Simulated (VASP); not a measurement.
HgTe (Coloradoite): single point with revPBE

HgTe (Coloradoite):

```
CELL_PARAMETERS angstrom
0.00000 3.14888 3.14888
3.14888 0.00000 3.14888
3.14888 3.14888 0.00000
ATOMIC_POSITIONS crystal
Hg 0.00000 0.00000 0.00000
Te 0.75000 0.75000 0.75000
```

| Quantity | Value |
| --- | --- |
| Program | VASP 6.6.1 |
| Task | single point |
| Functional | revPBE |
| Potentials or basis | VASP PAW PBE potentials, release 64 (Hg, Te) |
| Cutoff | 520 eV |
| k mesh | 7 × 7 × 7 |
| Occupations | fermi-dirac, width 0.05 eV |
| Spin | no spin polarisation |

The pressure is 10.0 GPa and the band gap on the k mesh is zero (filled and empty bands touch).

Levels at points of the mesh, in eV from the Fermi level:
```csv
k point,band 7,band 8,band 9,band 10,band 11,band 12
"(0.00, 0.00, 0.00)",-0.49,-0.04,-0.04,-0.04,4.06,4.06
```

Wall time 13 s on 1 thread of Intel(R) Xeon(R) Platinum 8559C (Emerald Rapids) (shared host), peak memory 0.2 GiB.

Caveat: the PAW data sets were made with another functional, which shifts forces and pressure a little; spin-orbit coupling is left out, which moves the levels of the heavy elements.
